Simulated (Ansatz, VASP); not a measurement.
This is a calculation of In3Se for VASP 6.6.1.

File INCAR:

```
  ALGO = Normal
  EDIFF = 1E-7
  ENCUT = 520
  GGA = CA
  ISIF = 2
  ISMEAR = -1
  LASPH = True
  LCHARG = False
  LREAL = False
  LWAVE = False
  NBANDS = 30
  NELM = 100
  PREC = Accurate
  SIGMA = 0.05
```

The input KPOINTS:

```
k-points
0
Gamma
  6 6 6
```

Contents of POSCAR:

```
In3Se
1.0
    4.7056946064      0.0000000000      0.0000000000
    0.0000000000      4.7056946064      0.0000000000
    0.0000000000      0.0000000000      4.7056946064
In Se
3 1
Direct
    0.5000000000      0.5000000000      0.0000000000
    0.5000000000      0.0000000000      0.5000000000
    0.0000000000      0.5000000000      0.5000000000
    0.0000000000      0.0000000000      0.0000000000
```

Potentials or basis: VASP PAW LDA potentials, release 64 (In_d, Se).

Run with:

```sh
$ cat potpaw_LDA.64/In_d/POTCAR potpaw_LDA.64/Se/POTCAR > POTCAR
$ mpirun -np 1 vasp_std > vasp.out
```

Q: Set up the same calculation for Ansatz 0.2.0. Potentials there: all-electron LAPW, scalar-relativistic.

A: As run (the cutoff follows the program's own potentials):

File input.yaml:

```yaml
crystal:
  lattice:
    - [4.7056946064, 0.0, 0.0]
    - [0.0, 4.7056946064, 0.0]
    - [0.0, 0.0, 4.7056946064]
  atoms:
    - { symbol: In, position: [0.5, 0.5, 0.0] }
    - { symbol: In, position: [0.5, 0.0, 0.5] }
    - { symbol: In, position: [0.0, 0.5, 0.5] }
    - { symbol: Se, position: [0.0, 0.0, 0.0] }
kpoints:
  mp_grid: { grid: [6, 6, 6] }
scf:
  occupations: { method: fermi_dirac, width: 0.05 }
hamiltonian:
  xc: lda
  pseudopotentials: { kind: all_electron, lapw: { basis_error: 0.002 } }
output:
  forces: true
  stress: true
  eigenvalues: true
```

Potentials or basis: all-electron LAPW, scalar-relativistic.

Launch:

```console
$ ansatz run input.yaml --threads 2 --pin off --max-ram 8192MiB --backend cpu --events-out ev --progress --plain --runs-dir out
```

Both were run:

|  | VASP | Ansatz | Ansatz less VASP |
| --- | --- | --- | --- |
| gap on the k mesh at the Fermi level (eV) | none | none | - |
| pressure (GPa) | -2.4 | -2.4 | -0.01 |

LDA's correlation is that of Perdew and Zunger in VASP and of Perdew and Wang (1992) in Ansatz. A gap of «none» marks a metal or a gap that the smearing closes. Ansatz ran all-electron here, and VASP with PAW potentials.
